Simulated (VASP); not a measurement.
A run of VASP 6.6.1 is set up as follows.

INCAR

```
SYSTEM = BiAs
PREC = Accurate
ENCUT = 520
EDIFF = 1E-6
ISMEAR = -1
SIGMA = 0.05
LREAL = .False.
LASPH = .True.
NELM = 100
ALGO = Normal
ISIF = 2
LWAVE = .False.
LCHARG = .False.
GGA = PE
NBANDS = 17
```

The input KPOINTS:

```
Automatic mesh
0
Gamma
  13 13 13
  0 0 0
```

The input POSCAR:

```
BiAs
1.0
    3.7664996236      0.0000000000      0.0000000000
    0.0000000000      3.7664996236      0.0000000000
    0.0000000000      0.0000000000      3.7664996236
As Bi
1 1
Direct
    0.0000000000      0.0000000000      0.0000000000
    0.5000000000      0.5000000000      0.5000000000
```

Potentials or basis: VASP PAW PBE potentials, release 64 (As, Bi_d).

Launch:

```bash
$ cat potpaw_PBE.64/As/POTCAR potpaw_PBE.64/Bi_d/POTCAR > POTCAR
$ mpirun -np 1 vasp_std > vasp.out
```

Q: What does it give for the band gap on the k mesh?

A: Zero (band 10 reaches 7.29 eV, above the bottom of band 11 at 4.65 eV).

Q: What does it give for the pressure?

A: -3.4 GPa.

Caveat: spin-orbit coupling is left out, which moves the levels of the heavy elements.
